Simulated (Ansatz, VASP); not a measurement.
One calculation of HfO2, two programs

```
Hf O
1.0
     5.09417    0.00000    0.00000
     0.00000    5.15064    0.00000
    -0.87617    0.00000    5.20295
Hf O
4 8
Cartesian
  0.7864 2.3593 3.6832
  2.9935 4.9347 4.1212
  3.4316 2.7913 1.5197
  1.2245 0.2160 1.0817
  1.4248 3.8245 5.0915
  2.3551 1.2492 2.7129
  2.7932 1.3262 0.1115
  1.8629 3.9015 2.4900
  0.0449 1.7036 1.8015
  4.6112 4.2789 0.7999
  4.1731 3.4470 3.4014
  -0.3932 0.8717 4.4030
```

Alike in both runs: task single point; functional PBE; k mesh 4 × 4 × 4; occupations gaussian, width 0.1 eV; no spin polarisation.

|  | VASP | Ansatz |
| --- | --- | --- |
| version | VASP 6.6.1 | Ansatz 0.2.0 |
| potentials or method | VASP PAW PBE potentials, release 64 (Hf_pv, O), cutoff 600 eV | scalar-relativistic, plane waves, PAW |
| valence electrons in the cell | 88 | 152 |

VASP gave:

```
gap on the k mesh at the Fermi level (eV)                     : 4.09
least direct gap on the mesh (eV)                             : 4.18
pressure (GPa)                                                : 5.8
traceless stress, the component that is largest in VASP (GPa) : -0.25
rms of the force components (eV/Å)                            : 0.047
```

Which values does Ansatz return?

gap on the k mesh at the Fermi level (eV): 4.13; least direct gap on the mesh (eV): 4.22; pressure (GPa): 9.4; traceless stress, the component that is largest in VASP (GPa): -0.24; rms of the force components (eV/Å): 0.081.

Atom by atom the forces differ by 0.036 eV/Å (rms over components). VASP's potentials hold 88 valence electrons a cell and Ansatz's 152, so a difference there can come from the potentials and not from the codes.

Neither program's run includes spin-orbit coupling.
